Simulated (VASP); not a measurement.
Sc2AlF3, 6 atoms in the cell. It takes space group P-6m2 (No. 187, hexagonal). Conventional cell: a = 3.870 Å, b = 3.870 Å, c = 7.810 Å, α = 90.00°, β = 90.00°, γ = 120.00°. Within 4.0 Å of Sc (site symmetry 3m) lie 9 F at 2.96 to 2.97 Å and 3 Al at 2.96 Å and 8 Sc at 3.87 to 3.91 Å. Al (site symmetry -6m2) has 3 F at 2.23 Å and 6 Sc at 2.96 Å within 3.0 Å. F (site symmetry -6m2) has 3 F at 2.23 Å and 6 Sc at 2.97 Å within 3.0 Å. F (site symmetry -6m2) has 3 Al at 2.23 Å and 6 Sc at 2.96 Å within 3.0 Å. Within 3.0 Å of F (site symmetry -6m2) lie 3 F at 2.23 Å and 6 Sc at 2.97 Å. The cell was built from a structure type or drawn by symmetry, and may not be a known phase.

| Item | Value |
| --- | --- |
| Program | VASP 6.6.1 |
| Task | single point |
| Functional | PBE |
| Potentials or basis | VASP PAW PBE potentials, release 64 (Sc_sv, Al, F) |
| Cutoff | 600 eV |
| k mesh | 6 × 6 × 2 |
| Occupations | gaussian, width 0.1 eV |
| Spin | collinear spin |
| Starting moments | [0.0, 0.0, 0.0, 1.0, 1.0, 1.0] μB |
| Dipole correction | no |
| Further INCAR settings | ALGO = Normal; EDIFF = 1e-06; NBANDS = 36 |

Potentials or basis: VASP PAW PBE potentials, release 64 (Sc_sv, Al, F).

Command:

```sh
$ cat potpaw_PBE.64/Sc_sv/POTCAR potpaw_PBE.64/Al/POTCAR potpaw_PBE.64/F/POTCAR > POTCAR
$ mpirun -np 1 vasp_std > vasp.out
```

Hardware: 1 thread of Intel Xeon 8259CL (shared host).

Question: How long does it take, and how much memory?

Answer: Wall time 4.2 min on 1 thread of Intel Xeon 8259CL, on a shared host, peak memory 0.34 GiB. Counts: scf iterations 15, k points 14.
